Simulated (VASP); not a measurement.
# BN (P6_3/mmc) in VASP: notebook

The runs below take BN through single point, relaxation of the atoms, with PBE.

Program: VASP 6.6.1. These are calculated values, not measurements. Logs are shortened: lines on timing, memory, paths and dates and some standing lists are left out, and cuts for length are marked.

**1. The cell of the first run**

It takes space group P6_3/mmc (No. 194, hexagonal). The conventional cell has a = 2.498 Å, b = 2.498 Å, c = 6.636 Å, α = 90.00°, β = 90.00°, γ = 120.00°. Within 1.9 Å of B (site symmetry -6m2) lie 3 N at 1.44 Å. Within 1.9 Å of N (site symmetry -6m2) lie 3 B at 1.44 Å.

**2. Single point, PBE**

File INCAR:

```
SYSTEM = BN
PREC     = Accurate       ! precision mode
ENCUT    = 520            ! plane-wave cutoff, eV
EDIFF    = 1E-6           ! SCF threshold, eV
ISMEAR   = -1             ! smearing method
SIGMA    = 0.02           ! smearing width, eV
LREAL    = .False.        ! projectors in reciprocal space
LASPH    = .True.         ! aspherical terms in the spheres
NELM     = 60             ! most SCF steps
ALGO     = Normal         ! electronic algorithm
ISIF     = 2              ! what is computed and relaxed
LWAVE    = .False.        ! write WAVECAR
LCHARG   = .False.        ! write CHGCAR
GGA      = PE             ! functional
NBANDS   = 16             ! bands
```

File KPOINTS:

```
Automatic mesh
0
Gamma
  14 14 5
  0 0 0
```

File POSCAR:

```
BN
1.0
    2.4982400000      0.0000000000      0.0000000000
   -1.2491200000      2.1635393048      0.0000000000
    0.0000000000      0.0000000000      6.6357000000
B N
2 2
Direct
    0.3333333333      0.6666666667      0.2500000000
    0.6666666667      0.3333333333      0.7500000000
    0.3333333333      0.6666666667      0.7500000000
    0.6666666667      0.3333333333      0.2500000000
```

Potentials or basis: VASP PAW PBE potentials, release 64 (B, N).

The run is started by

```sh
$ cat potpaw_PBE.64/B/POTCAR potpaw_PBE.64/N/POTCAR > POTCAR
$ mpirun -np 1 vasp_std > vasp.out
```

OUTCAR:

```text
SYSTEM = BN
   PREC = Accurate
   ENCUT = 520
   EDIFF = 1E-6
   ISMEAR = -1
   LREAL = .False.
   LASPH = .True.
   NELM = 60
   ISIF = 2
   GGA = PE

 ion  position               nearest neighbor table
   1  0.333  0.667  0.250-   4 1.44   4 1.44   4 1.44
   2  0.667  0.333  0.750-   3 1.44   3 1.44   3 1.44
   3  0.333  0.667  0.750-   2 1.44   2 1.44   2 1.44
   4  0.667  0.333  0.250-   1 1.44   1 1.44   1 1.44

  LATTYP: Found a hexagonal cell.
 ALAT       =     2.4982400000
 C/A-ratio  =     2.6561499296

  Lattice vectors:

 A1 = (   2.4982400000,   0.0000000000,   0.0000000000)
 A2 = (  -1.2491200000,   2.1635393048,   0.0000000000)
 A3 = (   0.0000000000,   0.0000000000,   6.6357000000)

Analysis of symmetry for initial positions (statically):
=====================================================================
 Subroutine PRICEL returns:
 Original cell was already a primitive cell.

 Routine SETGRP: Setting up the symmetry group for a
 hexagonal supercell.

 Subroutine GETGRP returns: Found 24 space group operations
 (whereof 12 operations were pure point group operations)
 out of a pool of 24 trial point group operations.

The static configuration has the point symmetry D_3d.
 The point group associated with its full space group is D_6h.

Analysis of symmetry for dynamics (positions and initial velocities):
=====================================================================
 Subroutine PRICEL returns:
 Original cell was already a primitive cell.

 Routine SETGRP: Setting up the symmetry group for a
 hexagonal supercell.

 Subroutine GETGRP returns: Found 24 space group operations
 (whereof 12 operations were pure point group operations)
 out of a pool of 24 trial point group operations.

The dynamic configuration has the point symmetry D_3d.
 The point group associated with its full space group is D_6h.

 Subroutine INISYM returns: Found 24 space group operations
 (whereof 12 operations are pure point group operations),
 and found     1 'primitive' translations

----------------------------------------------------------------------------------------

                                     Primitive cell

  volume of cell :      35.8662

  direct lattice vectors                    reciprocal lattice vectors
     2.498240000  0.000000000  0.000000000     0.400281798  0.231102804  0.000000000
    -1.249120000  2.163539305  0.000000000     0.000000000  0.462205608  0.000000000
     0.000000000  0.000000000  6.635700000     0.000000000  0.000000000  0.150700002

  length of vectors
     2.498240000  2.498240000  6.635700000     0.462205608  0.462205608  0.150700002

  position of ions in fractional coordinates (direct lattice)
     0.333333333  0.666666667  0.250000000
     0.666666667  0.333333333  0.750000000
     0.333333333  0.666666667  0.750000000
     0.666666667  0.333333333  0.250000000

  ion indices of the primitive-cell ions
   primitive index   ion index
                 1           1
                 2           2
                 3           3
                 4           4

----------------------------------------------------------------------------------------

 KPOINTS: Automatic mesh

Automatic generation of k-mesh.
 Grid dimensions read from file:
 generate k-points for:   14   14    5

 Generating k-lattice:

  Cartesian coordinates                     Fractional coordinates (reciprocal lattice)
     0.028591557  0.016507343  0.000000000     0.071428571 -0.000000000  0.000000000
     0.000000000  0.033014686  0.000000000     0.000000000  0.071428571  0.000000000
     0.000000000  0.000000000  0.030140000     0.000000000  0.000000000  0.200000000

  Length of vectors
     0.033014686  0.033014686  0.030140000

  Shift w.r.t. Gamma in fractional coordinates (k-lattice)
     0.000000000  0.000000000  0.000000000

 Subroutine IBZKPT returns following result:
 ===========================================

 Found     72 irreducible k-points:

 Following reciprocal coordinates:
            Coordinates               Weight
  0.000000  0.000000  0.000000      1.000000
  0.071429  0.000000  0.000000      6.000000
  0.142857  0.000000  0.000000      6.000000
  0.214286  0.000000  0.000000      6.000000
  0.285714  0.000000  0.000000      6.000000
  0.357143  0.000000  0.000000      6.000000
[... 16 lines left out ...]
  0.285714  0.285714  0.000000      6.000000
  0.357143  0.285714  0.000000      6.000000
 [... further k-points ...]
   k-points           NKPTS =     72   k-points in BZ     NKDIM =     72   number of bands    NBANDS=     16
   number of dos      NEDOS =    301   number of ions     NIONS =      4
   total plane-waves  NPLWV =  20000
   dimension x,y,z NGX =    20 NGY =   20 NGZ =   50
   dimension x,y,z NGXF=    40 NGYF=   40 NGZF=  100
   ions per type =               2   2
   NGX,Y,Z   is equivalent  to a cutoff of  13.31, 13.31, 12.53 a.u.
   NGXF,Y,Z  is equivalent  to a cutoff of  26.62, 26.62, 25.05 a.u.
 SYSTEM =  BN
   PREC   = accura    normal or accurate (medium, high low for compatibility)
   ISTART =      0    job   : 0-new  1-cont  2-samecut
   ICHARG =      2    charge: 1-file 2-atom 10-const
   ISPIN  =      1    spin polarized calculation?
   LNONCOLLINEAR =      F non collinear calculations
   LSORBIT =      F    spin-orbit coupling
   LASPH  =      T    aspherical Exc in radial PAW
   ENCUT  =  520.0 eV  38.22 Ry    6.18 a.u.   4.65  4.65 12.34*2*pi/ulx,y,z
   NELM   =     60;   NELMIN=  2; NELMDL= -5     # of ELM steps
   EDIFF  = 0.1E-05   stopping-criterion for ELM
   LREAL  =      F    real-space projection
   EDIFFG = 0.1E-04   stopping-criterion for IOM
   NSW    =      0    number of steps for IOM
   IBRION =     -1    ionic relax: 0-MD 1-quasi-New 2-CG
   NFREE  =      0    steps in history (QN), initial steepest desc. (CG)
   ISIF   =      2    stress and relaxation
   ISYM   =      2    0-nonsym 1-usesym 2-fastsym
   POTIM  = 0.5000    time-step for ionic-motion
   TEBEG  =    0.0;   TEEND  =   0.0 temperature during run
   PSTRESS=    0.0 pullay stress
   NELECT =      16.0000    total number of electrons
   NUPDOWN=      -1.0000    fix difference up-down
   EMIN   =  10.00;   EMAX   =-10.00  energy-range for DOS
   EFERMI =   0.00;   METHOD = LEGACY
   ISMEAR =    -1;   SIGMA  =   0.02  broadening in eV -4-tet -1-fermi 0-gaus
   EFERMI_NEDOS =   21; number of points for ismear=-14 and -15
   IALGO  =     38    algorithm
   IMIX   =      4    mixing-type and parameters
     AMIX     =   0.40;   BMIX     =  1.00
     AMIX_MAG =   1.60;   BMIX_MAG =  1.00
  volume/ion in A,a.u.               =       8.97        60.51
  Fermi-wavevector in a.u.,A,eV,Ry     =   1.250891  2.363842 21.289433  1.564729
  Thomas-Fermi vector in A             =   2.384864
   LORBIT       =      0    0 simple, 1 ext, 2 COOP (PROOUT), +10 PAW based schemes
   GGA     = PE    functional components
   LHFCALC =     F    Hartree Fock is set to
   AEXX    =    0.0000 exact exchange contribution
   IVDW    =     0    specifies the selected vdW correction
   LEPSILON=     F    determine dielectric tensor
   LRPA    =     F    only Hartree local field effects (RPA)
 non-spin polarized calculation
  energy-cutoff  :      520.00
  volume of cell :       35.87
 maximum number of plane-waves:       985
 NGX is ok and might be reduce to    20
   NGX =  9   NGY =  9   NGZ = 25

 number of electron      15.9999997 magnetization

 Free energy of the ion-electron system (eV)
  ---------------------------------------------------
  ext. energy  EPLUGINS =         0.00000000
  ---------------------------------------------------
  free energy    TOTEN  =       -35.14691115 eV

  energy without entropy =      -35.14691115  energy(sigma->0) =      -35.14691115

 E-fermi :   2.8040     XC(G=0): -10.0888

 val. band max:        2.3352823374   @ k =   0.3571   0.2857   0.0000
 cond. band min:       6.5949724728   @ k =   0.5000   0.0000   0.0000
 fundamental gap:      4.2596901354
 Fermi energy:         2.8039879761

 k-point     1 :       0.0000    0.0000    0.0000
  band No.  band energies     occupation
      1     -15.5318      2.00000
      2     -15.2365      2.00000
      3      -3.9421      2.00000
      4      -1.8139      2.00000
      5       0.9859      2.00000
      6       0.9859      2.00000
[... 8 lines left out ...]
     15      14.6584      0.00000
     16      15.4186      0.00000

 k-point     2 :       0.0714    0.0000    0.0000
  band No.  band energies     occupation
      1     -15.4312      2.00000
      2     -15.1393      2.00000
      3      -3.8041      2.00000
      4      -1.6899      2.00000
      5       0.5696      2.00000
      6       0.6028      2.00000
[... 8 lines left out ...]
     15      15.0185      0.00000
     16      15.0410      0.00000

 k-point     3 :       0.1429    0.0000    0.0000
  band No.  band energies     occupation
      1     -15.1334      2.00000
      2     -14.8518      2.00000
      3      -3.3937      2.00000
      4      -1.3232      2.00000
      5      -0.5292      2.00000
      6      -0.4937      2.00000
[... 8 lines left out ...]
     15      15.7042      0.00000
     16      15.9007      0.00000

 k-point     4 :       0.2143    0.0000    0.0000
  band No.  band energies     occupation
      1     -14.6515      2.00000
      2     -14.3877      2.00000
      3      -2.7234      2.00000
      4      -2.0073      2.00000
      5      -1.9563      2.00000
      6      -0.7327      2.00000
[... 8 lines left out ...]
     15      17.3875      0.00000
     16      17.5008      0.00000
[... 324 lines left out ...]
 k-point    22 :       0.3571    0.2143    0.0000
  band No.  band energies     occupation
      1     -11.9981      2.00000
      2     -11.9265      2.00000
      3      -6.0327      2.00000
      4      -5.9467      2.00000
      5      -3.7926      2.00000
      6      -3.7211      2.00000
[... 8 lines left out ...]
     15      17.7084      0.00000
     16      19.8442      0.00000

 k-point    23 :       0.2857    0.2857    0.0000
  band No.  band energies     occupation
      1     -11.9618      2.00000
      2     -11.8817      2.00000
      3      -5.7094      2.00000
      4      -5.6250      2.00000
      5      -4.2912      2.00000
      6      -4.2557      2.00000
[... 8 lines left out ...]
     15      18.5677      0.00000
     16      19.6815      0.00000

 k-point    24 :       0.3571    0.2857    0.0000
  band No.  band energies     occupation
      1     -11.7449      2.00000
      2     -11.7172      2.00000
      3      -5.8017      2.00000
      4      -5.6732      2.00000
      5      -4.6360      2.00000
      6      -4.5968      2.00000
[... 8 lines left out ...]
     15      19.1309      0.00000
     16      19.2740      0.00000

 [... further k-points ...]
[... 5 lines left out ...]
  --------------------------------------------------------------------------------------
  -------------------------------------------------------------------------------------
  Total        1.4100547      1.4100547      0.6398724     -0.0000000      0.0000000      0.0000000
  in kB       62.9884392     62.9884392     28.5836904     -0.0000000      0.0000000      0.0000000
  external PRESSURE =      51.5201896 kB  Pullay stress =       0.0000000 kB

 VOLUME and BASIS-vectors are now :
 -----------------------------------------------------------------------------
  energy-cutoff  :      520.00
  volume of cell :       35.87
      direct lattice vectors                 reciprocal lattice vectors
     2.498240000  0.000000000  0.000000000     0.400281798  0.231102804  0.000000000
    -1.249120000  2.163539305  0.000000000     0.000000000  0.462205608  0.000000000
     0.000000000  0.000000000  6.635700000     0.000000000  0.000000000  0.150700002

 POSITION                                       TOTAL-FORCE (eV/Angst)
 -----------------------------------------------------------------------------------
     -0.00000      1.44236      1.65892         0.000000     -0.000000      0.000000
      1.24912      0.72118      4.97677        -0.000000      0.000000      0.000000
     -0.00000      1.44236      4.97677        -0.000000     -0.000000      0.000000
      1.24912      0.72118      1.65892         0.000000      0.000000      0.000000
 -----------------------------------------------------------------------------------
    total drift:                                0.000000     -0.000000      0.000000

  FREE ENERGIE OF THE ION-ELECTRON SYSTEM (eV)
  ---------------------------------------------------
  free  energy   TOTEN  =       -35.1469111505 eV

  energy  without entropy=      -35.1469111505  energy(sigma->0) =      -35.14691115
```

Run time: 51 s. Hardware: 1 thread of AMD EPYC 7R13 (Zen 3), shared host; peak memory 0.13 GiB.

Results:

```
Free energy            : -35.1469 eV
Pressure               : 5.2 GPa
Band gap on the k mesh : 4.26 eV, indirect (least direct gap 4.70 eV)
```

Levels at points of the mesh, in eV from the valence-band top:
| k point | band 5 | band 6 | band 7 | band 8 | band 9 | band 10 | band 11 | band 12 |
| --- | --- | --- | --- | --- | --- | --- | --- | --- |
| (0.00, 0.00, 0.00) | -1.35 | -1.35 | -1.31 | -1.31 | 5.24 | 10.32 | 11.58 | 11.58 |
| (0.50, 0.00, 0.00) | -4.18 | -4.12 | -1.47 | -0.46 | 4.26 | 5.64 | 9.57 | 10.01 |

Caveat: this functional lacks dispersion, which binds the layers, so the pressure and a relaxed spacing across them are unreliable. A k mesh can miss the band edges.

[end of part 1 of 2]
